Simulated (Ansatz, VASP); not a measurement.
## One calculation of GaN, two programs

```
Ga N
1.0
     3.18315    0.00000    0.00000
    -1.59157    2.75669    0.00000
     0.00000    0.00000    5.07995
Ga N
2 2
Direct
  0.33333 0.66667 0.99731
  0.66667 0.33333 0.49731
  0.33333 0.66667 0.37769
  0.66667 0.33333 0.87769
```

Change from the starting cell: uniaxial_z strain -2.0%.

Alike in both runs: task single point; functional r2SCAN; k mesh 12 × 12 × 6; no spin polarisation.

|  | VASP | Ansatz |
| --- | --- | --- |
| version | VASP 6.6.1 | Ansatz 0.2.0 |
| potentials or method | VASP PAW PBE potentials, release 64 (Ga_d, N) | plane waves, PAW |
| plane-wave cutoff (eV) | 520 | 500 |
| occupations | gaussian, width 0.01 eV | fixed |
| valence electrons in the cell | 36 | 36 |

```tsv
	VASP	Ansatz	Ansatz less VASP
gap on the k mesh at the Fermi level (eV)	2.47	2.48	+0.008
pressure (GPa)	5.3	4.1	-1.18
traceless stress, the component that is largest in VASP (GPa)	3.98	4.07	+0.094
```

VASP's potentials were made for PBE, not for r2SCAN.
